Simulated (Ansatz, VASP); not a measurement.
Two plane-wave programs on AlN

```
Al N
1.0
     3.10670    0.00000    0.00000
    -1.55335    2.69048    0.00000
     0.44807    0.00000    4.97856
Al N
2 2
Direct
  0.66191 0.33347 0.49998
  0.32843 0.66653 0.99998
  0.67039 0.33111 0.88002
  0.33927 0.66889 0.38002
```

Alike in both runs: task single point; functional r2SCAN; k mesh 9 × 9 × 6; occupations gaussian, width 0.02 eV; no spin polarisation.

|  | VASP | Ansatz |
| --- | --- | --- |
| version | VASP 6.6.1 | Ansatz 0.2.0 |
| potentials or method | VASP PAW PBE potentials, release 64 (Al, N), cutoff 520 eV | scalar-relativistic, plane waves, PAW |
| valence electrons in the cell | 16 | 16 |

Ansatz gave:

```
gap on the k mesh at the Fermi level (eV)                     : 4.59
least direct gap on the mesh (eV)                             : 4.59
pressure (GPa)                                                : -0.2
traceless stress, the component that is largest in VASP (GPa) : -10.74
rms of the force components (eV/Å)                            : 0.002
```

Problem. What did VASP give for the same quantities?

Solution. gap on the k mesh at the Fermi level (eV): 4.63; least direct gap on the mesh (eV): 4.63; pressure (GPa): -0.6; traceless stress, the component that is largest in VASP (GPa): -10.81; rms of the force components (eV/Å): 0.004.

VASP's potentials were made for PBE, not for r2SCAN. Atom by atom the forces differ by 0.002 eV/Å (rms over components).
